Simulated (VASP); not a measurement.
Runs of VASP 6.6.1 on CoO. The structure is that of space group Fm-3m (No. 225), or close to it. The cells are those of the table. 

```csv
task,cell,cutoff (eV),smearing,gap on the mesh (eV),pressure (GPa),moment (μB)
single point,"a = 2.973 Å, angles 119.9, 119.9, 90.1°, 2 atoms",520,gaussian 0.1 eV,none,4.3,2.77
single point,"a = 3.003 Å, angles 120.0, 120.0, 90.0°, 2 atoms",520,fermi-dirac 0.1 eV,none,-0.6,(a)
relaxation of shape and atoms at fixed volume,"relaxed from a = 2.878 Å, angles 120.0, 120.0, 90.0°, 2 atoms",600,gaussian 0.1 eV,none,23.6,2.28
single point,"a = 2.942 Å, angles 119.9, 119.9, 90.1°, 2 atoms",520,gaussian 0.1 eV,none,(b),2.63
single point,"a = 2.998 Å, angles 119.6, 119.6, 90.7°, 2 atoms",520,gaussian 0.1 eV,none,-0.6,2.89
```

Alike in all rows: level PBE; potentials or basis VASP PAW PBE potentials, release 64 (Co, O); spin collinear, ferromagnetic start; k mesh 20 × 20 × 20.

Task: Fill in the values left out.

Result: (a) 2.81; (b) 9.9.

Caveats: a cell with one magnetic atom can't hold antiferromagnetic order, which such compounds often take; semilocal functionals often make such compounds metallic where correlation or magnetic order opens a gap, which also shifts bond lengths; the cell stands under pressure (at least some runs); the relaxation stopped at its first step, so nothing moved (at least some runs).

A gap of «none» marks levels without a gap at the run's occupations.
